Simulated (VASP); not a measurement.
Wanted: the native input for a VASP 6.6.1 run.

```yaml
Task: single point
Functional: RPBE
Potentials_or_basis: VASP PAW PBE potentials, release 64 (Cu)
Cutoff: 520 eV
k_mesh: 15 × 15 × 15
Occupations: fermi-dirac, width 0.1 eV
Spin: no spin polarisation
Dipole_correction: no
Further_INCAR_settings: ALGO = Normal; EDIFF = 1e-06; NBANDS = 12
```

The structure of Cu lies in POSCAR:

```
Cu
1.0
    0.0000000000      1.8362687592      1.8362687592
    1.8362687592      0.0000000000      1.8362687592
    1.8362687592      1.8362687592      0.0000000000
Cu
1
Direct
    0.0000000000      0.0000000000      0.0000000000
```

One way to write it, as run:

INCAR

```
SYSTEM = Cu
PREC     = Accurate       ! precision mode
ENCUT    = 520            ! plane-wave cutoff, eV
EDIFF    = 1E-6           ! SCF threshold, eV
ISMEAR   = -1             ! smearing method
SIGMA    = 0.1            ! smearing width, eV
LREAL    = .False.        ! projectors in reciprocal space
LASPH    = .True.         ! aspherical terms in the spheres
NELM     = 100            ! most SCF steps
ALGO     = Normal         ! electronic algorithm
ISIF     = 2              ! what is computed and relaxed
LWAVE    = .False.        ! write WAVECAR
LCHARG   = .False.        ! write CHGCAR
GGA      = RP             ! functional
NBANDS   = 12             ! bands
```

KPOINTS

```
Automatic mesh
0
Gamma
  15 15 15
  0 0 0
```

Potentials or basis: VASP PAW PBE potentials, release 64 (Cu).

Command:

```sh
$ cat potpaw_PBE.64/Cu/POTCAR > POTCAR
$ mpirun -np 1 vasp_std > vasp.out
```

It gave:

The pressure is 0.5 GPa and the band gap on the k mesh is zero (an odd number of electrons rules out a gap without spin polarisation).

Caveat: the PAW data sets were made with another functional, which shifts forces and pressure a little.

Wall time 23 s on 1 thread of Intel Xeon 8259CL, with other jobs on the host, peak memory 0.13 GiB.
